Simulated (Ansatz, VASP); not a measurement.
# SiO2 in VASP and in Ansatz

The input INCAR:

```
SYSTEM = SiO2
ALGO     = Normal         ! electronic algorithm
EDIFF    = 1E-7           ! SCF threshold, eV
EDIFFG   = -0.01          ! ionic threshold
ENCUT    = 600            ! plane-wave cutoff, eV
GGA      = RP             ! functional
GGA_COMPAT= .False.      
IBRION   = 2              ! ionic algorithm
ISIF     = 3              ! what is computed and relaxed
ISMEAR   = -1             ! smearing method
IVDW     = 13             ! dispersion correction
LASPH    = .True.         ! aspherical terms in the spheres
LCHARG   = .False.        ! write CHGCAR
LREAL    = .False.        ! projectors in reciprocal space
LWAVE    = .False.        ! write WAVECAR
NELM     = 120            ! most SCF steps
NELMIN   = 4            
NSW      = 60             ! ionic steps
PREC     = Accurate       ! precision mode
SIGMA    = 0.05           ! smearing width, eV
```

File KPOINTS:

```
k-points
0
Gamma
  6 6 4
  0 0 0
```

File POSCAR:

```
SiO2
1.0
    4.9820000000      0.0000000000      0.0000000000
    0.0000000000      4.9820000000      0.0000000000
    0.0000000000      0.0000000000      6.9630000000
Si O
4 8
Direct
    0.7989700000      0.2010300000      0.7500000000
    0.7010300000      0.7010300000      0.5000000000
    0.2010300000      0.7989700000      0.2500000000
    0.2989700000      0.2989700000      0.0000000000
    0.1034700000      0.2398900000      0.8218700000
    0.2601100000      0.6034700000      0.0718700000
    0.8965300000      0.7601100000      0.3218700000
    0.7398900000      0.3965300000      0.5718700000
    0.6034700000      0.2601100000      0.9281300000
    0.7601100000      0.8965300000      0.6781300000
    0.3965300000      0.7398900000      0.4281300000
    0.2398900000      0.1034700000      0.1781300000
```

The input input.yaml:

```yaml
crystal:
  lattice:
    - [4.982, 0.0, 0.0]
    - [0.0, 4.982, 0.0]
    - [0.0, 0.0, 6.963]
  atoms:
    - { symbol: Si, position: [0.79897, 0.20103, 0.75] }
    - { symbol: Si, position: [0.70103, 0.70103, 0.5] }
    - { symbol: Si, position: [0.20103, 0.79897, 0.25] }
    - { symbol: Si, position: [0.29897, 0.29897, 0.0] }
    - { symbol: O, position: [0.10347, 0.23989, 0.82187] }
    - { symbol: O, position: [0.26011, 0.60347, 0.07187] }
    - { symbol: O, position: [0.89653, 0.76011, 0.32187] }
    - { symbol: O, position: [0.73989, 0.39653, 0.57187] }
    - { symbol: O, position: [0.60347, 0.26011, 0.92813] }
    - { symbol: O, position: [0.76011, 0.89653, 0.67813] }
    - { symbol: O, position: [0.39653, 0.73989, 0.42813] }
    - { symbol: O, position: [0.23989, 0.10347, 0.17813] }
hamiltonian:
  xc: rpbe
  pseudopotentials: { kind: paw }
  dispersion: d4
kpoints:
  mp_grid: { grid: [6, 6, 4] }
scf:
  occupations: { method: fermi_dirac, width: 0.05 }
output:
  forces: true
  stress: true
  eigenvalues: true
relax:
  f_tol: 0.01
  max_steps: 40
  cell: { stress_tol: 0.05 }
```

Alike in both runs: task relaxation of cell and atoms; functional RPBE; dispersion D4; k mesh 6 × 6 × 4; occupations fermi-dirac, width 0.05 eV; no spin polarisation.

|  | VASP | Ansatz |
| --- | --- | --- |
| version | VASP 6.6.1 | Ansatz 0.2.0 |
| potentials or method | VASP PAW PBE potentials, release 64 (Si, O) | Ansatz PAW |
| plane-wave cutoff (eV) | 600 | 420 |
| valence electrons in the cell | 64 | 64 |

Ansatz gave:

- gap on the k mesh at the Fermi level, each at its own relaxed structure (eV): 5.86
- relaxed volume (Å³/atom): 13.18
- relaxed cell length with the largest relative difference (Å): 6.659

Task: Estimate VASP's values.

Result: gap on the k mesh at the Fermi level, each at its own relaxed structure (eV): 5.90; relaxed volume (Å³/atom): 13.01; relaxed cell length with the largest relative difference (Å): 6.619.

VASP's potentials were made for PBE, not for RPBE.

Noted on Ansatz's run: the plane-wave basis is chosen anew once the cell has moved, so the energies of steps on either side of that aren't comparable.
